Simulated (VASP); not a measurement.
# Sn3Te2O (P6/mmm) in VASP: relaxation of cell and atoms with PBE

Aim: the relaxation of cell and atoms of Sn3Te2O with PBE.

Everything below comes from runs of VASP 6.6.1. Logs are shortened: lines on timing, memory, paths and dates and some standing lists are left out, and cuts for length are marked.

**1. The cell of the first run**

The structure is hexagonal, space group P6/mmm (No. 191). The conventional cell has a = 5.848 Å, b = 5.848 Å, c = 6.081 Å, α = 90.00°, β = 90.00°, γ = 120.00°. Within 3.9 Å of Sn (site symmetry mmm) lie 2 O at 2.92 Å and 4 Sn at 2.92 Å and 4 Te at 3.48 Å. Te (site symmetry -6m2) has 3 Te at 3.38 Å and 6 Sn at 3.48 Å and 6 O at 4.54 Å within 4.6 Å. Within 3.9 Å of O (site symmetry 6/mmm) lie 6 Sn at 2.92 Å.

The cell was generated, and may not be a known phase.

**2. Relaxation of cell and atoms, PBE**

The input, INCAR:

```
  ALGO = Normal
  EDIFF = 1E-6
  EDIFFG = -0.01
  ENCUT = 600
  GGA = PE
  IBRION = 2
  ISIF = 3
  ISMEAR = 0
  LASPH = T
  LCHARG = F
  LREAL = F
  LWAVE = F
  NELM = 80
  NSW = 100
  PREC = Accurate
  SIGMA = 0.1
```

The input, KPOINTS:

```
k-points
0
Gamma
  6 6 6
```

The input, POSCAR:

```
Sn3Te2O
1.0
    5.8483886286      0.0000000000      0.0000000000
   -2.9241943143      5.0648531236      0.0000000000
    0.0000000000      0.0000000000      6.0812641815
Sn Te O
3 2 1
Direct
    0.5000000000      0.0000000000      0.5000000000
    0.0000000000      0.5000000000      0.5000000000
    0.5000000000      0.5000000000      0.5000000000
    0.3333333333      0.6666666667      0.0000000000
    0.6666666667      0.3333333333      0.0000000000
    0.0000000000      0.0000000000      0.5000000000
```

Potentials or basis: VASP PAW PBE potentials, release 64 (Sn_d, Te, O).

Launch:

```sh
$ cat potpaw_PBE.64/Sn_d/POTCAR potpaw_PBE.64/Te/POTCAR potpaw_PBE.64/O/POTCAR > POTCAR
$ mpirun -np 1 vasp_std > vasp.out
```

OUTCAR:

```text
EDIFF = 1E-6
   EDIFFG = -0.01
   ENCUT = 600
   GGA = PE
   IBRION = 2
   ISIF = 3
   ISMEAR = 0
   LASPH = T
   LREAL = F
   NELM = 80
   NSW = 100
   PREC = Accurate

 ion  position               nearest neighbor table
   1  0.500  0.000  0.500-   2 2.92   3 2.92   3 2.92   2 2.92   4 3.48   5 3.48   4 3.48   5 3.48

   2  0.000  0.500  0.500-   3 2.92   3 2.92   1 2.92   1 2.92   4 3.48   5 3.48   4 3.48   5 3.48

   3  0.500  0.500  0.500-   2 2.92   2 2.92   1 2.92   1 2.92   4 3.48   5 3.48   4 3.48   5 3.48

   4  0.333  0.667  0.000-   5 3.38   5 3.38   5 3.38   2 3.48   2 3.48   1 3.48   1 3.48   3 3.48
                             3 3.48
   5  0.667  0.333  0.000-   4 3.38   4 3.38   4 3.38   2 3.48   2 3.48   1 3.48   1 3.48   3 3.48
                             3 3.48
   6  0.000  0.000  0.500-

  LATTYP: Found a hexagonal cell.
 ALAT       =     5.8483886286
 C/A-ratio  =     1.0398187548

  Lattice vectors:

 A1 = (   5.8483886286,   0.0000000000,   0.0000000000)
 A2 = (  -2.9241943143,   5.0648531236,   0.0000000000)
 A3 = (   0.0000000000,   0.0000000000,   6.0812641815)

Analysis of symmetry for initial positions (statically):
=====================================================================
 Subroutine PRICEL returns:
 Original cell was already a primitive cell.

 Routine SETGRP: Setting up the symmetry group for a
 hexagonal supercell.

 Subroutine GETGRP returns: Found 24 space group operations
 (whereof 24 operations were pure point group operations)
 out of a pool of 24 trial point group operations.

The static configuration has the point symmetry D_6h.

Analysis of symmetry for dynamics (positions and initial velocities):
=====================================================================
 Subroutine PRICEL returns:
 Original cell was already a primitive cell.

 Routine SETGRP: Setting up the symmetry group for a
 hexagonal supercell.

 Subroutine GETGRP returns: Found 24 space group operations
 (whereof 24 operations were pure point group operations)
 out of a pool of 24 trial point group operations.

The dynamic configuration has the point symmetry D_6h.

 Subroutine INISYM returns: Found 24 space group operations
 (whereof 24 operations are pure point group operations),
 and found     1 'primitive' translations

----------------------------------------------------------------------------------------

                                     Primitive cell

  volume of cell :     180.1345

  direct lattice vectors                    reciprocal lattice vectors
     5.848388629  0.000000000  0.000000000     0.170987269  0.098719546  0.000000000
    -2.924194314  5.064853124  0.000000000     0.000000000  0.197439092  0.000000000
     0.000000000  0.000000000  6.081264181     0.000000000  0.000000000  0.164439493

  length of vectors
     5.848388629  5.848388629  6.081264181     0.197439092  0.197439092  0.164439493

  position of ions in fractional coordinates (direct lattice)
     0.500000000  0.000000000  0.500000000
     0.000000000  0.500000000  0.500000000
     0.500000000  0.500000000  0.500000000
     0.333333333  0.666666667  0.000000000
     0.666666667  0.333333333  0.000000000
     0.000000000  0.000000000  0.500000000

  ion indices of the primitive-cell ions
   primitive index   ion index
                 1           1
                 2           2
                 3           3
                 4           4
                 5           5
                 6           6

----------------------------------------------------------------------------------------

 KPOINTS: k-points

Automatic generation of k-mesh.
 Grid dimensions read from file:
 generate k-points for:    6    6    6

 Generating k-lattice:

  Cartesian coordinates                     Fractional coordinates (reciprocal lattice)
     0.028497878  0.016453258  0.000000000     0.166666667 -0.000000000  0.000000000
     0.000000000  0.032906515  0.000000000     0.000000000  0.166666667  0.000000000
     0.000000000  0.000000000  0.027406582     0.000000000  0.000000000  0.166666667

  Length of vectors
     0.032906515  0.032906515  0.027406582

  Shift w.r.t. Gamma in fractional coordinates (k-lattice)
     0.000000000  0.000000000  0.000000000

 Subroutine IBZKPT returns following result:
 ===========================================

 Found     28 irreducible k-points:

 Following reciprocal coordinates:
            Coordinates               Weight
  0.000000  0.000000  0.000000      1.000000
  0.166667  0.000000  0.000000      6.000000
  0.333333  0.000000  0.000000      6.000000
  0.500000  0.000000  0.000000      3.000000
  0.166667  0.166667  0.000000      6.000000
  0.333333  0.166667  0.000000     12.000000
[... 16 lines left out ...]
  0.166667  0.000000  0.500000      6.000000
  0.333333  0.000000  0.500000      6.000000
 [... further k-points ...]
   k-points           NKPTS =     28   k-points in BZ     NKDIM =     28   number of bands    NBANDS=     36
   number of dos      NEDOS =    301   number of ions     NIONS =      6
   total plane-waves  NPLWV = 115200
   dimension x,y,z NGX =    48 NGY =   48 NGZ =   50
   dimension x,y,z NGXF=    96 NGYF=   96 NGZF=  100
   ions per type =               3   2   1
   NGX,Y,Z   is equivalent  to a cutoff of  13.64, 13.64, 13.67 a.u.
   NGXF,Y,Z  is equivalent  to a cutoff of  27.29, 27.29, 27.34 a.u.
 SYSTEM =  unknown system
   PREC   = accura    normal or accurate (medium, high low for compatibility)
   ISTART =      0    job   : 0-new  1-cont  2-samecut
   ICHARG =      2    charge: 1-file 2-atom 10-const
   ISPIN  =      1    spin polarized calculation?
   LNONCOLLINEAR =      F non collinear calculations
   LSORBIT =      F    spin-orbit coupling
   LASPH  =      T    aspherical Exc in radial PAW
   ENCUT  =  600.0 eV  44.10 Ry    6.64 a.u.  11.68 11.68 12.15*2*pi/ulx,y,z
   NELM   =     80;   NELMIN=  2; NELMDL= -5     # of ELM steps
   EDIFF  = 0.1E-05   stopping-criterion for ELM
   LREAL  =      F    real-space projection
   EDIFFG = -.1E-01   stopping-criterion for IOM
   NSW    =    100    number of steps for IOM
   IBRION =      2    ionic relax: 0-MD 1-quasi-New 2-CG
   NFREE  =      1    steps in history (QN), initial steepest desc. (CG)
   ISIF   =      3    stress and relaxation
   ISYM   =      2    0-nonsym 1-usesym 2-fastsym
   POTIM  = 0.5000    time-step for ionic-motion
   TEBEG  =    0.0;   TEEND  =   0.0 temperature during run
   PSTRESS=    0.0 pullay stress
   NELECT =      60.0000    total number of electrons
   NUPDOWN=      -1.0000    fix difference up-down
   EMIN   =  10.00;   EMAX   =-10.00  energy-range for DOS
   EFERMI =   0.00;   METHOD = LEGACY
   ISMEAR =     0;   SIGMA  =   0.10  broadening in eV -4-tet -1-fermi 0-gaus
   EFERMI_NEDOS =   21; number of points for ismear=-14 and -15
   IALGO  =     38    algorithm
   IMIX   =      4    mixing-type and parameters
     AMIX     =   0.40;   BMIX     =  1.00
     AMIX_MAG =   1.60;   BMIX_MAG =  1.00
  volume/ion in A,a.u.               =      30.02       202.60
  Fermi-wavevector in a.u.,A,eV,Ry     =   1.134818  2.144495 17.521748  1.287812
  Thomas-Fermi vector in A             =   2.271522
   LORBIT       =      0    0 simple, 1 ext, 2 COOP (PROOUT), +10 PAW based schemes
   GGA     = PE    functional components
   LHFCALC =     F    Hartree Fock is set to
   AEXX    =    0.0000 exact exchange contribution
   IVDW    =     0    specifies the selected vdW correction
   LEPSILON=     F    determine dielectric tensor
   LRPA    =     F    only Hartree local field effects (RPA)
 conjugate gradient relaxation of ions
 non-spin polarized calculation
 Gauss-broadening in eV      SIGMA  =   0.10
  energy-cutoff  :      600.00
  volume of cell :      180.13
 maximum number of plane-waves:      6072
 NGX is ok and might be reduce to    48
   NGX = 23   NGY = 23   NGZ = 25

--------------------------------------- Ionic step        1  -------------------------------------------

 number of electron      59.9999988 magnetization

 Free energy of the ion-electron system (eV)
  ---------------------------------------------------
  ext. energy  EPLUGINS =         0.00000000
  ---------------------------------------------------
  free energy    TOTEN  =       -21.29162753 eV

  energy without entropy =      -21.27474140  energy(sigma->0) =      -21.28318446

------------------------ aborting loop because EDIFF is reached ----------------------------------------

  FORCE on cell =-STRESS in cart. coord.  units (eV):
  Direction    XX          YY          ZZ          XY          YZ          ZX
  --------------------------------------------------------------------------------------
  -------------------------------------------------------------------------------------
  Total        0.8479034      0.8479034     -1.0672447      0.0000000      0.0000000      0.0000000
  in kB        7.5415399      7.5415399     -9.4924353      0.0000000      0.0000000      0.0000000
  external PRESSURE =       1.8635482 kB  Pullay stress =       0.0000000 kB
[... 225 lines left out ...]
  energy  without entropy=      -21.3047204092  energy(sigma->0) =      -21.30992684

--------------------------------------- Ionic step        7  -------------------------------------------

 number of electron      60.0000015 magnetization

 Free energy of the ion-electron system (eV)
  ---------------------------------------------------
  ext. energy  EPLUGINS =         0.00000000
  ---------------------------------------------------
  free energy    TOTEN  =       -21.31513306 eV

  energy without entropy =      -21.30477141  energy(sigma->0) =      -21.30995223

 E-fermi :   5.1232     XC(G=0):  -9.0383

 val. band max:        5.0323022392   @ k =   0.3333   0.1667   0.5000
 cond. band min:       5.1711524037   @ k =   0.3333   0.0000   0.5000
 fundamental gap:      0.1388501645
 Fermi energy:         5.1231863180

 k-point     1 :       0.0000    0.0000    0.0000
  band No.  band energies     occupation
      1     -16.9042      2.00000
      2     -16.8337      2.00000
      3     -16.8337      2.00000
      4     -16.7428      2.00000
      5     -16.6627      2.00000
      6     -16.6556      2.00000
[... 925 lines left out ...]
     35       7.2410      0.00000
     36       8.6821      0.00000

 [... further k-points ...]

------------------------ aborting loop because EDIFF is reached ----------------------------------------

  FORCE on cell =-STRESS in cart. coord.  units (eV):
  Direction    XX          YY          ZZ          XY          YZ          ZX
  --------------------------------------------------------------------------------------
  -------------------------------------------------------------------------------------
  Total       -0.0403557     -0.0403557      0.0354234     -0.0000000      0.0000000      0.0000000
  in kB       -0.3604791     -0.3604791      0.3164212     -0.0000000      0.0000000      0.0000000
  external PRESSURE =      -0.1348457 kB  Pullay stress =       0.0000000 kB
[... 21 lines left out ...]
  FREE ENERGIE OF THE ION-ELECTRON SYSTEM (eV)
  ---------------------------------------------------
  free  energy   TOTEN  =       -21.3151330628 eV

  energy  without entropy=      -21.3047714050  energy(sigma->0) =      -21.30995223

 reached required accuracy - stopping structural energy minimisation
```

It took 7.3 min on 1 thread of Intel Xeon 6975P-C (Granite Rapids), shared host; peak memory 0.47 GiB.

What came out:

* Free energy: -21.3151 eV
* Relaxed volume: 29.89 Å³/atom
* Relaxed cell: a = 5.914 Å, b = 5.914 Å, c = 5.921 Å, α = 90.00°, β = 90.00°, γ = 120.00°
* Space group after relaxing (to 0.1 Å): P6/mmm (No. 191)
* Energy gained by relaxing: 3.9 meV/atom
* Ionic steps: 7
* Pressure after relaxing: 0.0 GPa
* Band gap on the k mesh: zero (bands 30 and 31 overlap by 1.36 eV)

Step by step:
| step | energy change (eV) | largest force (eV/Å) | pressure (GPa) | volume (Å³) |
| --- | --- | --- | --- | --- |
| 1 | 0.0000 | 0.0000 | 0.19 | 180.13 |
| 2 | -0.0147 | 0.0000 | -0.22 | 181.03 |
| 3 | -0.0185 | 0.0000 | -0.58 | 181.97 |
| 4 | -0.0187 | 0.0000 | -0.51 | 181.76 |
| 5 | -0.0235 | 0.0000 | 0.00 | 179.26 |
| 6 | -0.0235 | 0.0000 | -0.04 | 179.41 |
| 7 | -0.0235 | 0.0000 | -0.01 | 179.36 |

Final structure:
```
CELL_PARAMETERS angstrom
5.91430 0.00000 0.00000
-2.95715 5.12193 0.00000
0.00000 0.00000 5.92105
ATOMIC_POSITIONS crystal
Sn 0.50000 0.00000 0.50000
Sn 0.00000 0.50000 0.50000
Sn 0.50000 0.50000 0.50000
Te 0.33333 0.66667 0.00000
Te 0.66667 0.33333 0.00000
O 0.00000 0.00000 0.50000
```

Levels at points of the mesh, in eV from the Fermi level:
| k point | band 27 | band 28 | band 29 | band 30 | band 31 | band 32 | band 33 | band 34 |
| --- | --- | --- | --- | --- | --- | --- | --- | --- |
| (0.00, 0.00, 0.00) | -1.99 | -1.63 | -0.75 | -0.31 | -0.31 | 1.08 | 1.08 | 1.84 |
| (0.50, 0.00, 0.00) | -1.17 | -0.91 | -0.88 | -0.58 | 0.21 | 0.86 | 2.42 | 2.61 |
| (0.00, 0.00, 0.50) | -1.48 | -1.25 | -0.35 | -0.35 | 0.05 | 0.65 | 1.21 | 1.21 |
| (0.50, 0.00, 0.50) | -0.83 | -0.76 | -0.44 | -0.11 | 0.66 | 0.74 | 1.54 | 1.65 |

Caveat: spin-orbit coupling is left out, which moves the levels of the heavy elements.

The gap in the log of VASP goes by the Fermi energy; the results here count the filled bands.